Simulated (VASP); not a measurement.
# Ag (I4/mmm) in VASP: notebook

The runs below take Ag through single point, with PBE.

Program: VASP 6.6.1. These are calculated values, not measurements. Logs are shortened: lines on timing, memory, paths and dates and some standing lists are left out, and cuts for length are marked.

### 1 The cell of the first run

The structure is tetragonal, space group I4/mmm (No. 139). The conventional cell has a = 2.564 Å, b = 2.564 Å, c = 4.086 Å, α = 90.00°, β = 90.00°, γ = 90.00°. Within 3.4 Å of Ag (site symmetry 4/mmm) lie 12 Ag at 2.56 to 2.73 Å.

### 2 Single point, PBE (strain -0.1125 x Voigt [1, 1, 0, 0, 0, 0])

File INCAR:

```
SYSTEM = Ag
  PREC = Accurate
  ENCUT = 520
  EDIFF = 1E-7
  ISMEAR = 0
  SIGMA = 0.15
  LREAL = .FALSE.
  LASPH = .TRUE.
  NELM = 80
  ALGO = Fast
  ISIF = 2
  LWAVE = .FALSE.
  LCHARG = .FALSE.
  GGA = PE
  NBANDS = 12
```

File KPOINTS:

```
Automatic mesh
0
G
  20 20 20
  0 0 0
```

File POSCAR:

```
Ag
1.0
    0.0000000000      1.8132512500      2.0431000000
    1.8132512500      0.0000000000      2.0431000000
    1.8132512500      1.8132512500      0.0000000000
Ag
1
Direct
    0.0000000000      0.0000000000      0.0000000000
```

Potentials or basis: VASP PAW PBE potentials, release 64 (Ag).

The run is started by

```bash
$ cat potpaw_PBE.64/Ag/POTCAR > POTCAR
$ mpirun -np 1 vasp_std > vasp.out
```

OUTCAR:

```text
SYSTEM = Ag
   PREC = Accurate
   ENCUT = 520
   EDIFF = 1E-7
   ISMEAR = 0
   LREAL = .FALSE.
   LASPH = .TRUE.
   NELM = 80
   ISIF = 2
   GGA = PE

 ion  position               nearest neighbor table
   1  0.000  0.000  0.000-

  LATTYP: Found a body centered tetragonal cell.
 ALAT       =     2.5643245097
 C/A-ratio  =     1.5934800703

  Lattice vectors:

 A1 = (  -1.8132512500,   0.0000000000,   2.0431000000)
 A2 = (   1.8132512500,   0.0000000000,   2.0431000000)
 A3 = (   0.0000000000,   1.8132512500,  -2.0431000000)

Analysis of symmetry for initial positions (statically):
=====================================================================
 Subroutine PRICEL returns:
 Original cell was already a primitive cell.

 Routine SETGRP: Setting up the symmetry group for a
 body centered tetragonal supercell.

 Subroutine GETGRP returns: Found 16 space group operations
 (whereof 16 operations were pure point group operations)
 out of a pool of 16 trial point group operations.

The static configuration has the point symmetry D_4h.

Analysis of symmetry for dynamics (positions and initial velocities):
=====================================================================
 Subroutine PRICEL returns:
 Original cell was already a primitive cell.

 Routine SETGRP: Setting up the symmetry group for a
 body centered tetragonal supercell.

 Subroutine GETGRP returns: Found 16 space group operations
 (whereof 16 operations were pure point group operations)
 out of a pool of 16 trial point group operations.

The dynamic configuration has the point symmetry D_4h.

 Subroutine INISYM returns: Found 16 space group operations
 (whereof 16 operations are pure point group operations),
 and found     1 'primitive' translations

----------------------------------------------------------------------------------------

                                     Primitive cell

  volume of cell :      13.4349

  direct lattice vectors                    reciprocal lattice vectors
     0.000000000  1.813251250  2.043100000    -0.275747776  0.275747776  0.244726151
     1.813251250  0.000000000  2.043100000     0.275747776 -0.275747776  0.244726151
     1.813251250  1.813251250  0.000000000     0.275747776  0.275747776 -0.244726151

  length of vectors
     2.731691364  2.731691364  2.564324510     0.460396092  0.460396092  0.460396092

  position of ions in fractional coordinates (direct lattice)
     0.000000000  0.000000000  0.000000000

  ion indices of the primitive-cell ions
   primitive index   ion index
                 1           1

----------------------------------------------------------------------------------------

 KPOINTS: Automatic mesh

Automatic generation of k-mesh.
 Grid dimensions read from file:
 generate k-points for:   20   20   20

 Generating k-lattice:

  Cartesian coordinates                     Fractional coordinates (reciprocal lattice)
    -0.013787389  0.013787389  0.012236308     0.050000000  0.000000000  0.000000000
     0.013787389 -0.013787389  0.012236308     0.000000000  0.050000000  0.000000000
     0.013787389  0.013787389 -0.012236308    -0.000000000 -0.000000000  0.050000000

  Length of vectors
     0.023019805  0.023019805  0.023019805

  Shift w.r.t. Gamma in fractional coordinates (k-lattice)
     0.000000000  0.000000000  0.000000000

 Subroutine IBZKPT returns following result:
 ===========================================

 Found    641 irreducible k-points:

 Following reciprocal coordinates:
            Coordinates               Weight
  0.000000  0.000000  0.000000      1.000000
  0.050000  0.000000  0.000000      8.000000
  0.100000  0.000000  0.000000      8.000000
  0.150000  0.000000  0.000000      8.000000
  0.200000  0.000000  0.000000      8.000000
  0.250000  0.000000  0.000000      8.000000
[... 16 lines left out ...]
 -0.400000  0.050000  0.000000      8.000000
 -0.350000  0.050000  0.000000      8.000000
 [... further k-points ...]
   k-points           NKPTS =    641   k-points in BZ     NKDIM =    641   number of bands    NBANDS=     12
   number of dos      NEDOS =    301   number of ions     NIONS =      1
   total plane-waves  NPLWV =   8000
   dimension x,y,z NGX =    20 NGY =   20 NGZ =   20
   dimension x,y,z NGXF=    40 NGYF=   40 NGZF=   40
   ions per type =               1
   NGX,Y,Z   is equivalent  to a cutoff of  12.17, 12.17, 12.97 a.u.
   NGXF,Y,Z  is equivalent  to a cutoff of  24.34, 24.34, 25.93 a.u.
 SYSTEM =  Ag
   PREC   = accura    normal or accurate (medium, high low for compatibility)
   ISTART =      0    job   : 0-new  1-cont  2-samecut
   ICHARG =      2    charge: 1-file 2-atom 10-const
   ISPIN  =      1    spin polarized calculation?
   LNONCOLLINEAR =      F non collinear calculations
   LSORBIT =      F    spin-orbit coupling
   LASPH  =      T    aspherical Exc in radial PAW
   ENCUT  =  520.0 eV  38.22 Ry    6.18 a.u.   5.08  5.08  4.77*2*pi/ulx,y,z
   NELM   =     80;   NELMIN=  2; NELMDL= -5     # of ELM steps
   EDIFF  = 0.1E-06   stopping-criterion for ELM
   LREAL  =      F    real-space projection
   EDIFFG = 0.1E-05   stopping-criterion for IOM
   NSW    =      0    number of steps for IOM
   IBRION =     -1    ionic relax: 0-MD 1-quasi-New 2-CG
   NFREE  =      0    steps in history (QN), initial steepest desc. (CG)
   ISIF   =      2    stress and relaxation
   ISYM   =      2    0-nonsym 1-usesym 2-fastsym
   POTIM  = 0.5000    time-step for ionic-motion
   TEBEG  =    0.0;   TEEND  =   0.0 temperature during run
   PSTRESS=    0.0 pullay stress
   NELECT =      11.0000    total number of electrons
   NUPDOWN=      -1.0000    fix difference up-down
   EMIN   =  10.00;   EMAX   =-10.00  energy-range for DOS
   EFERMI =   0.00;   METHOD = LEGACY
   ISMEAR =     0;   SIGMA  =   0.15  broadening in eV -4-tet -1-fermi 0-gaus
   EFERMI_NEDOS =   21; number of points for ismear=-14 and -15
   IALGO  =     68    algorithm
   IMIX   =      4    mixing-type and parameters
     AMIX     =   0.40;   BMIX     =  1.00
     AMIX_MAG =   1.60;   BMIX_MAG =  1.00
  volume/ion in A,a.u.               =      13.43        90.66
  Fermi-wavevector in a.u.,A,eV,Ry     =   1.531536  2.894183 31.913858  2.345602
  Thomas-Fermi vector in A             =   2.638867
   LORBIT       =      0    0 simple, 1 ext, 2 COOP (PROOUT), +10 PAW based schemes
   GGA     = PE    functional components
   LHFCALC =     F    Hartree Fock is set to
   AEXX    =    0.0000 exact exchange contribution
   IVDW    =     0    specifies the selected vdW correction
   LEPSILON=     F    determine dielectric tensor
   LRPA    =     F    only Hartree local field effects (RPA)
 non-spin polarized calculation
 RMM-DIIS sequential band-by-band and
 Gauss-broadening in eV      SIGMA  =   0.15
  energy-cutoff  :      520.00
  volume of cell :       13.43
 maximum number of plane-waves:       378
   NGX = 11   NGY = 11   NGZ =  9

 number of electron      10.9999996 magnetization

 Free energy of the ion-electron system (eV)
  ---------------------------------------------------
  ext. energy  EPLUGINS =         0.00000000
  ---------------------------------------------------
  free energy    TOTEN  =        -2.09507749 eV

  energy without entropy =       -2.09293918  energy(sigma->0) =       -2.09400833

 E-fermi :  12.3665     XC(G=0): -13.6921

 val. band max:       12.3655884468   @ k =   0.5000   0.1000   0.2500
 cond. band min:      12.3939979817   @ k =  -0.1000   0.3500   0.3000
 fundamental gap:      0.0284095349
 Fermi energy:        12.3664938344

 k-point     1 :       0.0000    0.0000    0.0000
  band No.  band energies     occupation
      1       2.5354      2.00000
      2       5.6401      2.00000
      3       6.8078      2.00000
      4       6.8078      2.00000
      5       7.2538      2.00000
      6       8.5042      2.00000
      7      28.7822      0.00000
      8      31.6812      0.00000
      9      34.5394      0.00000
     10      34.5394      0.00000
     11      39.0731      0.00000
     12      41.6883      0.00000

 k-point     2 :       0.0500    0.0000    0.0000
  band No.  band energies     occupation
      1       2.6320      2.00000
      2       5.6657      2.00000
      3       6.7805      2.00000
      4       6.8378      2.00000
      5       7.2554      2.00000
      6       8.4769      2.00000
      7      28.8647      0.00000
      8      31.6177      0.00000
      9      33.9630      0.00000
     10      34.6397      0.00000
     11      39.5684      0.00000
     12      40.9886      0.00000

 k-point     3 :       0.1000    0.0000    0.0000
  band No.  band energies     occupation
      1       2.9118      2.00000
      2       5.7349      2.00000
      3       6.6984      2.00000
      4       6.9215      2.00000
      5       7.2838      2.00000
      6       8.4032      2.00000
      7      29.0352      0.00000
      8      31.0761      0.00000
      9      33.2987      0.00000
     10      34.9212      0.00000
     11      38.7309      0.00000
     12      41.2917      0.00000

 k-point     4 :       0.1500    0.0000    0.0000
  band No.  band energies     occupation
      1       3.3368      2.00000
      2       5.8374      2.00000
      3       6.5743      2.00000
      4       7.0377      2.00000
      5       7.3879      2.00000
      6       8.3095      2.00000
      7      28.8042      0.00000
      8      30.0916      0.00000
      9      33.4041      0.00000
     10      35.3204      0.00000
     11      37.3871      0.00000
     12      40.7633      0.00000

 k-point     5 :       0.2000    0.0000    0.0000
  band No.  band energies     occupation
      1       3.8119      2.00000
      2       6.0014      2.00000
      3       6.4551      2.00000
      4       7.1429      2.00000
      5       7.6011      2.00000
      6       8.2448      2.00000
      7      27.3305      0.00000
      8      29.7685      0.00000
      9      33.8625      0.00000
     10      35.7084      0.00000
     11      36.5085      0.00000
     12      39.4142      0.00000
[... 228 lines left out ...]
      1       4.1219      2.00000
      2       5.7979      2.00000
      3       6.8833      2.00000
      4       8.9407      2.00000
      5       8.9875      2.00000
      6      11.4611      2.00000
      7      17.6130      0.00000
      8      27.0660      0.00000
      9      31.7990      0.00000
     10      33.7894      0.00000
     11      37.4325      0.00000
     12      40.3825      0.00000

 k-point    22 :      -0.4500    0.0500    0.0000
  band No.  band energies     occupation
      1       4.1283      2.00000
      2       5.8202      2.00000
      3       6.8738      2.00000
      4       8.8802      2.00000
      5       8.9667      2.00000
      6      11.4564      2.00000
      7      17.6969      0.00000
      8      27.0498      0.00000
      9      31.7100      0.00000
     10      34.1325      0.00000
     11      37.3789      0.00000
     12      40.3661      0.00000

 k-point    23 :      -0.4000    0.0500    0.0000
  band No.  band energies     occupation
      1       4.1836      2.00000
      2       5.8737      2.00000
      3       6.9121      2.00000
      4       8.7045      2.00000
      5       8.7381      2.00000
      6      10.6886      2.00000
      7      18.8758      0.00000
      8      27.2630      0.00000
      9      31.9549      0.00000
     10      34.7434      0.00000
     11      37.1454      0.00000
     12      40.2232      0.00000

 k-point    24 :      -0.3500    0.0500    0.0000
  band No.  band energies     occupation
      1       4.2722      2.00000
      2       5.9501      2.00000
      3       6.9924      2.00000
      4       8.1810      2.00000
      5       8.5367      2.00000
      6       9.7496      2.00000
      7      20.6043      0.00000
      8      27.6785      0.00000
      9      32.4707      0.00000
     10      35.5896      0.00000
     11      36.7873      0.00000
     12      39.9421      0.00000

 [... further k-points ...]
[... 5 lines left out ...]
  --------------------------------------------------------------------------------------
  -------------------------------------------------------------------------------------
  Total        5.3571188      5.3571188      4.0783651      0.0000000      0.0000000      0.0000000
  in kB      638.8608389    638.8608389    486.3636380      0.0000000      0.0000000      0.0000000
  external PRESSURE =     588.0284386 kB  Pullay stress =       0.0000000 kB

 VOLUME and BASIS-vectors are now :
 -----------------------------------------------------------------------------
  energy-cutoff  :      520.00
  volume of cell :       13.43
      direct lattice vectors                 reciprocal lattice vectors
     0.000000000  1.813251250  2.043100000    -0.275747776  0.275747776  0.244726151
     1.813251250  0.000000000  2.043100000     0.275747776 -0.275747776  0.244726151
     1.813251250  1.813251250  0.000000000     0.275747776  0.275747776 -0.244726151

 POSITION                                       TOTAL-FORCE (eV/Angst)
 -----------------------------------------------------------------------------------
      0.00000      0.00000      0.00000        -0.000000      0.000000      0.000000
 -----------------------------------------------------------------------------------
    total drift:                                0.000000     -0.000000      0.000000

  FREE ENERGIE OF THE ION-ELECTRON SYSTEM (eV)
  ---------------------------------------------------
  free  energy   TOTEN  =        -2.0950774863 eV

  energy  without entropy=       -2.0929391809  energy(sigma->0) =       -2.09400833
```

Run time: 83 s. Hardware: 1 thread of Intel Xeon Platinum 8488C (Sapphire Rapids), shared host; peak memory 0.21 GiB.

Results:

```yaml
Free_energy: -2.0951 eV
Pressure: 58.8 GPa
```

Stress tensor (GPa, compression positive):
```
63.89  0.00  0.00
 0.00 63.89  0.00
 0.00  0.00 48.64
```

Caveat: the cell differs from its parent crystal (strain -0.1125 x Voigt [1, 1, 0, 0, 0, 0]).

(Part 1 of 2 ends here.)
